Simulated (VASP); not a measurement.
A run of VASP 6.6.1 is set up as follows.

The input INCAR:

```
SYSTEM = Ti2Co
  ALGO = Normal
  EDIFF = 1E-8
  ENCUT = 520
  GGA = PS
  ISIF = 2
  ISMEAR = 0
  ISPIN = 2
  LASPH = .True.
  LCHARG = .False.
  LEFG = .True.
  LMAXMIX = 4
  LORBIT = 11
  LREAL = .False.
  LWAVE = .False.
  MAGMOM = 0 0 0 0 1.1 1.1
  NBANDS = 46
  NELM = 150
  PREC = Accurate
  SIGMA = 0.2
```

File KPOINTS:

```
k-points
0
Gamma
  10 10 10
  0 0 0
```

File POSCAR:

```
Ti2Co
1.0
    0.0000000000      3.4908822152      3.4908822152
    3.4908822152      0.0000000000      3.4908822152
    3.4908822152      3.4908822152      0.0000000000
Ti Co
4 2
Direct
    0.1250000000      0.1250000000      0.1250000000
    0.6250000000      0.1250000000      0.1250000000
    0.1250000000      0.1250000000      0.6250000000
    0.1250000000      0.6250000000      0.1250000000
    0.5000000000      0.5000000000      0.5000000000
    0.7500000000      0.7500000000      0.7500000000
```

Potentials or basis: VASP PAW PBE potentials, release 64 (Ti_sv, Co).

The run is started by

```console
$ cat potpaw_PBE.64/Ti_sv/POTCAR potpaw_PBE.64/Co/POTCAR > POTCAR
$ mpirun -np 1 vasp_std > vasp.out
```

Problem. Predict the site moments.

Solution. Ti -0.01; Co +0.96 μB.

Problem. What does it give for the net moment?

Solution. 1.70 μB per cell.

Electric field gradients, principal values (V/Å²):
```tsv
atom	least	middle	greatest (by size)
1 Ti	-24.127	-24.127	48.254
2 Ti	-24.125	-24.128	48.253
3 Ti	-24.125	-24.128	48.253
4 Ti	-24.125	-24.128	48.253
5 Co	-0.001	-0.001	0.002
6 Co	-0.001	-0.001	0.002
```

Caveat: without QUAD_EFG the Cq values of the log hold for a quadrupole moment of 1 mb, not for the nuclei.
